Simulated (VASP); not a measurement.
# Ta: single point with PBE

Ta:

```
Ta
1.0
     2.82404    0.00000    0.00000
    -1.41202    2.44569    0.00000
     0.00000    0.00000    4.97851
Ta
2
Direct
  0.33333 0.66667 0.25000
  0.66667 0.33333 0.75000
```

```
Program             : VASP 6.6.1
Task                : single point
Functional          : PBE
Potentials or basis : VASP PAW PBE potentials, release 64 (Ta_pv)
Cutoff              : 520 eV
k mesh              : 15 × 15 × 8
Occupations         : fermi-dirac, width 0.1 eV
Spin                : no spin polarisation
```

| Quantity | Value |
| --- | --- |
| Pressure | 19.4 GPa |
| Band gap on the k mesh | zero (band 11 reaches 8.08 eV, above the bottom of band 12 at 5.53 eV) |

Stress tensor (GPa, compression positive):
```
19.41  0.00  0.00
 0.00 19.41  0.00
 0.00  0.00 19.32
```

Levels at points of the mesh, in eV from the Fermi level:
| k point | band 8 | band 9 | band 10 | band 11 | band 12 | band 13 | band 14 | band 15 |
| --- | --- | --- | --- | --- | --- | --- | --- | --- |
| (0.00, 0.00, 0.00) | -5.20 | -0.59 | 0.23 | 0.56 | 0.56 | 1.23 | 1.23 | 3.14 |
| (0.00, 0.00, 0.50) | -6.52 | -1.24 | -1.24 | 0.61 | 0.61 | 0.61 | 0.61 | 4.86 |

Run time: 26 s on 1 thread of Intel(R) Xeon(R) 6975P-C (Granite Rapids), with other jobs on the host, peak memory 0.2 GiB.

Caveat: spin-orbit coupling is left out, which moves the levels of the heavy elements.
